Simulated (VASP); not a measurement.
Wanted: the native input for a VASP 6.6.1 run.

| Property | Result |
| --- | --- |
| Task | single point |
| Functional | LDA |
| Potentials or basis | VASP PAW LDA potentials, release 64 (B, N) |
| Cutoff | 520 eV |
| k mesh | 12 × 12 × 4 |
| Occupations | gaussian, width 0.05 eV |
| Spin | no spin polarisation |
| Dipole correction | no |
| Further INCAR settings | ALGO = Normal; EDIFF = 1e-06; NBANDS = 16 |

The structure of BN lies in POSCAR:

```
BN
1.0
    2.5486953689      0.0000000000      0.0000000000
   -1.2743476845      2.2072349360      0.0000000000
    0.0000000000      0.0000000000      6.3396248606
B N
2 2
Direct
    0.3333333333      0.6666666667      0.2500000000
    0.6666666667      0.3333333333      0.7500000000
    0.3333333333      0.6666666667      0.7500000000
    0.6666666667      0.3333333333      0.2500000000
```

This cell differs from its parent crystal: volume 8.916 Å^3 an atom, c/a of the conventional cell 2.4874.

One way to write it, as run:

INCAR

```
  PREC = Accurate
  ENCUT = 520
  EDIFF = 1E-6
  ISMEAR = 0
  SIGMA = 0.05
  LREAL = F
  LASPH = T
  NELM = 60
  ALGO = Normal
  ISIF = 2
  LWAVE = F
  LCHARG = F
  NBANDS = 16
```

KPOINTS

```
Automatic mesh
0
Gamma
  12 12 4
```

Potentials or basis: VASP PAW LDA potentials, release 64 (B, N).

Launch:

```sh
$ cat potpaw_LDA.64/B/POTCAR potpaw_LDA.64/N/POTCAR > POTCAR
$ mpirun -np 1 vasp_std > vasp.out
```

Results of the run:

```
Pressure               : -15.9 GPa
Band gap on the k mesh : 3.88 eV, indirect (least direct gap 4.21 eV)
```

Wall time 28 s on 1 thread of Intel Xeon 8259CL, on a shared host, peak memory 0.14 GiB.
